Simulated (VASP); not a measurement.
C, 2 atoms in the cell. It takes space group Fd-3m (No. 227, cubic). Conventional cell: a = 3.572 Å, b = 3.572 Å, c = 3.572 Å, α = 90.00°, β = 90.00°, γ = 90.00°. C (site symmetry -43m) has 4 C at 1.55 Å within 2.1 Å. 

- Program: VASP 6.6.1
- Task: single point
- Functional: PBE
- Potentials or basis: VASP PAW PBE potentials, release 64 (C)
- Cutoff: 600 eV
- k mesh: 8 × 8 × 8
- Occupations: gaussian, width 0.01 eV
- Spin: no spin polarisation
- Dipole correction: no
- Further INCAR settings: ALGO = Normal; EDIFF = 1e-06; NBANDS = 11

Potentials or basis: VASP PAW PBE potentials, release 64 (C).

Run with:

```console
$ cat potpaw_PBE.64/C/POTCAR > POTCAR
$ mpirun -np 1 vasp_std > vasp.out
```

Hardware: 1 thread of Intel(R) Xeon(R) Platinum 8488C (Sapphire Rapids) (shared host).

Question: Estimate the wall time of this run.

Answer: Run time: 6.8 s on 1 thread of Intel(R) Xeon(R) Platinum 8488C (Sapphire Rapids), on a shared host, peak memory 0.12 GiB. Counts: scf iterations 11, k points 29.
